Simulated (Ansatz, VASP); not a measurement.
# Two plane-wave programs on Al2Cu

```
CELL_PARAMETERS angstrom
-2.04460 2.04460 2.89140
2.04460 -2.04460 2.89140
2.04460 2.04460 -2.89140
ATOMIC_POSITIONS crystal
Al 0.74481 0.24481 0.50000
Al 0.25519 0.75519 0.50000
Cu 0.50000 0.50000 0.00000
```

Change from the starting cell: mode 9 frozen in at -0.030 Å, normal strain along z +0.0000.

Alike in both runs: task single point; functional PBE; k mesh 14 × 14 × 14; occupations gaussian, width 0.15 eV; no spin polarisation.

|  | VASP | Ansatz |
| --- | --- | --- |
| version | VASP 6.6.1 | Ansatz 0.2.0 |
| potentials or method | VASP PAW PBE potentials, release 64 (Al, Cu), cutoff 520 eV | scalar-relativistic, plane waves, PAW |
| valence electrons in the cell | 17 | 25 |

|  | VASP | Ansatz | Ansatz less VASP |
| --- | --- | --- | --- |
| gap on the k mesh at the Fermi level (eV) | none | none | - |
| pressure (GPa) | 0.3 | 0.1 | -0.20 |
| traceless stress, the component that is largest in VASP (GPa) | -0.99 | -0.99 | +0.006 |
| rms of the force components (eV/Å) | 0.105 | 0.105 | +0.0001 |

Atom by atom the forces differ by 0.000 eV/Å (rms over components). A gap of «none» marks a metal or a gap that the smearing closes. With one functional, cell and mesh, what is left measures potentials, basis and numerics. VASP's potentials hold 17 valence electrons a cell and Ansatz's 25, so a difference there can come from the potentials and not from the codes.
